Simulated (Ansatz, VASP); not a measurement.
**Ag in VASP and in Ansatz**

```
Ag
1.0
     0.00000    2.04275    2.04275
     2.04275    0.00000    2.04275
     2.04275    2.04275    0.00000
Ag
1
Cartesian
  0.0000 0.0000 0.0000
```

Alike in both runs: functional PBEsol-based screened hybrid; k mesh 6 × 6 × 6; occupations fermi-dirac, width 0.05 eV; no spin polarisation.

```csv
,VASP,Ansatz
version,VASP 6.6.1,Ansatz 0.2.0
potentials or method,"VASP PAW PBE potentials, release 64 (Ag)",Ansatz PAW
plane-wave cutoff (eV),520,420
valence electrons in the cell,11,19
task,single point,band structure
```

```csv
,VASP,Ansatz,Ansatz less VASP
gap on the k mesh at the Fermi level (eV),none,none,-
pressure (GPa),-0.3,-0.3,-0.03
```

VASP's potentials were made for PBE, not for PBEsol-based screened hybrid. A gap of «none» marks a metal or a gap that the smearing closes. VASP's potentials hold 11 valence electrons a cell and Ansatz's 19, so a difference there can come from the potentials and not from the codes.

The k mesh is coarse, so the values compare programs but aren't converged.
